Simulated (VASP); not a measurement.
Set up this calculation in VASP 6.6.1, as the native input.

| Property | Result |
| --- | --- |
| Task | single point |
| Functional | PBE |
| Potentials or basis | VASP PAW PBE potentials, release 64 (Sr_sv, Na_pv, O) |
| Cutoff | 520 eV |
| k mesh | 2 × 3 × 3 |
| Occupations | gaussian, width 0.1 eV |
| Spin | no spin polarisation |
| Dipole correction | no |
| Further INCAR settings | LREAL = Auto; ALGO = Normal; EDIFF = 1e-06; NBANDS = 69 |

The structure of Na3SrO4 lies in POSCAR:

```
Na3SrO4
1.0
    7.1525660000     -0.1036370000     -0.0992380000
    0.1371170000      5.4333870000     -0.2517220000
   -0.4219710000     -0.5381000000      6.1125030000
Sr Na O
2 6 8
Direct
    0.1533692452      0.8512559621      0.1032045155
    0.8392409539      0.4673350708      0.1554132755
    0.2005905266      0.6372725734      0.5370840275
    0.5763834189      0.9562243680      0.1523163012
    0.4353517811      0.3728112443      0.1696398729
    0.1292814687      0.3173650363      0.8216237106
    0.7019137853      0.8319857273      0.5785043593
    0.4587466888      0.1930376578      0.6011543764
    0.4375989117      0.8195939236      0.7743644891
    0.3773449646      0.0983892990      0.9446445606
    0.9065723682     -0.0275147217      0.3104691103
    0.7585029726      0.1059734438      0.9144522572
    0.7927887720      0.8594753392      0.9272549434
    0.9542208664      0.0897685461      0.5976039093
    0.0839674467      0.9254795431      0.6885678949
    0.1361979905      0.3401976142      0.2173371923
```

One way to write it, as run:

INCAR

```
PREC = Accurate
ENCUT = 520
EDIFF = 1E-6
ISMEAR = 0
SIGMA = 0.1
LREAL = Auto
LASPH = True
NELM = 60
ALGO = Normal
ISIF = 2
LWAVE = False
LCHARG = True
GGA = PE
LELF = True
LVHAR = True
NBANDS = 69
```

KPOINTS

```
regular mesh
0
Gamma
  2 3 3
```

Potentials or basis: VASP PAW PBE potentials, release 64 (Sr_sv, Na_pv, O).

Run with:

```sh
$ cat potpaw_PBE.64/Sr_sv/POTCAR potpaw_PBE.64/Na_pv/POTCAR potpaw_PBE.64/O/POTCAR > POTCAR
$ mpirun -np 1 vasp_std > vasp.out
```

It gave:

```json
{
  "Pressure": "10.1 GPa",
  "Largest force": "3.276 eV/Å",
  "Band gap on the k mesh": "0.42 eV (least direct gap 0.56 eV)"
}
```

Caveat: the k points lie up to 0.44 Å⁻¹ apart; semilocal functionals underestimate gaps, and a narrow one can read as zero.

It took 11 min on 1 thread of Intel Xeon 8259CL (shared host), peak memory 0.37 GiB.
